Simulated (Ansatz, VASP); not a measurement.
# Co in VASP and in Ansatz

```xyz
1
Lattice="-1.4530 1.4530 1.4530 1.4530 -1.4530 1.4530 1.4530 1.4530 -1.4530" Properties=species:S:1:pos:R:3 pbc="T T T"
Co    0.0000    0.0000    0.0000
```

Alike in both runs: task single point; functional r2SCAN; k mesh 18 × 18 × 18; occupations fermi-dirac, width 0.05 eV; collinear spin.

|  | VASP | Ansatz |
| --- | --- | --- |
| version | VASP 6.6.1 | Ansatz 0.2.0 |
| potentials or method | VASP PAW PBE potentials, release 64 (Co), cutoff 520 eV | plane waves (500 eV) with PAW, scalar-relativistic |
| valence electrons in the cell | 9 | 17 |

VASP gave:

| Quantity | Value |
| --- | --- |
| pressure (GPa) | -18.0 |
| net moment per atom (μB) | 1.94 |
| size of the moment on the site where the two differ most (μB) | 2.02 |

Task: Which values does Ansatz return?

Result: Pressure (GPa): -18.0; net moment per atom (μB): 1.97; size of the moment on the site where the two differ most (μB): 2.10.

VASP's potentials were made for PBE, not for r2SCAN. Site moments also hang on the region over which each program counts them. The functional is the same, so the differences come from potentials, cutoffs and numerics. VASP's potentials hold 9 valence electrons a cell and Ansatz's 17, so a difference there can come from the potentials and not from the codes. Ansatz's warnings: stability check not made.
